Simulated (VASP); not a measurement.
Here is a VASP 6.6.1 calculation.

Contents of INCAR:

```
SYSTEM = Sb
PREC = Accurate ; ENCUT = 520
EDIFF = 1E-6 ; ISMEAR = -1
SIGMA = 0.1 ; LREAL = .FALSE.
LASPH = .TRUE. ; NELM = 80
ALGO = Normal ; ISIF = 2
LWAVE = .FALSE. ; LCHARG = .FALSE.
GGA = PS ; NBANDS = 12
```

The input KPOINTS:

```
Automatic mesh
0
G
  10 7 7
  0 0 0
```

The input POSCAR:

```
Sb
1.0
    3.1224020000      0.0000000000      0.0000000000
    0.0000000000      4.3475180000      0.0000000000
   -0.0389150000      0.0000000000      4.4058520000
Sb
2
Direct
    0.9886392882      0.7500000000      0.7611037093
    0.0113889995      0.2500000000      0.2411659992
```

Potentials or basis: VASP PAW PBE potentials, release 64 (Sb).

Command:

```console
$ cat potpaw_PBE.64/Sb/POTCAR > POTCAR
$ mpirun -np 1 vasp_std > vasp.out
```

Problem. Predict the largest force.

Solution. 0.135 eV/Å.

Problem. Predict the pressure.

Solution. -2.1 GPa.

Forces on the atoms (eV/Å):
```
Sb   0.027  0.000 -0.132
Sb  -0.027  0.000  0.132
```

Caveat: the PAW data sets were made with another functional, which shifts forces and pressure a little.
